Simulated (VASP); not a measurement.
Write the native input for VASP 6.6.1 that does the following.

| Property | Result |
| --- | --- |
| Task | relaxation of cell and atoms |
| Functional | PBE |
| Potentials or basis | VASP PAW PBE potentials, release 64 (Al, H) |
| Cutoff | 600 eV |
| k mesh | 8 × 12 × 6 |
| Occupations | gaussian, width 0.1 eV |
| Spin | no spin polarisation |
| Dipole correction | no |
| Further INCAR settings | ALGO = Normal; EDIFF = 1e-07; IBRION = 2; EDIFFG = -0.01; NSW = 100; ISIF = 3 |

The structure of Al3H2 lies in POSCAR:

```
Al3H2
1.0
    4.1453108978      0.0000000000      0.0000000000
    0.0000000000      2.7642375142      0.0000000000
   -0.0462059760      0.0000000000      5.7022683078
Al H
3 2
Direct
    0.9980270163      0.5000000000      0.7387877727
    0.0019729837      0.5000000000      0.2612122273
    0.5000000000      0.0000000000      0.0000000000
    0.2717538055      0.5000000000      0.5024198375
    0.7282461945      0.5000000000      0.4975801625
```

These files were run (other wordings do the same):

INCAR

```
PREC = Accurate
ENCUT = 600
EDIFF = 1E-7
ISMEAR = 0
SIGMA = 0.1
LREAL = F
LASPH = T
NELM = 100
ALGO = Normal
ISIF = 3
LWAVE = F
LCHARG = F
GGA = PE
IBRION = 2
NSW = 100
EDIFFG = -0.01
```

KPOINTS

```
regular mesh
0
Gamma
  8 12 6
```

Potentials or basis: VASP PAW PBE potentials, release 64 (Al, H).

Run with:

```bash
$ cat potpaw_PBE.64/Al/POTCAR potpaw_PBE.64/H/POTCAR > POTCAR
$ mpirun -np 1 vasp_std > vasp.out
```

It gave:

```
Relaxed volume                        : 13.02 Å³/atom
Relaxed cell                          : a = 4.108 Å, b = 2.773 Å, c = 5.713 Å, α = 90.00°, β = 90.31°, γ = 90.00°
Space group after relaxing (to 0.1 Å) : Pmmm (No. 47)
Energy gained by relaxing             : 0.4 meV/atom
Ionic steps                           : 7
Pressure after relaxing               : 0.0 GPa
Largest force after relaxing          : 0.008 eV/Å
Band gap on the k mesh                : zero (an odd number of electrons rules out a gap without spin polarisation)
```

It took 4.6 min on 1 thread of Intel(R) Xeon(R) Platinum 8375C CPU @ 2.90GHz (Ice Lake), on a shared host, peak memory 0.28 GiB.
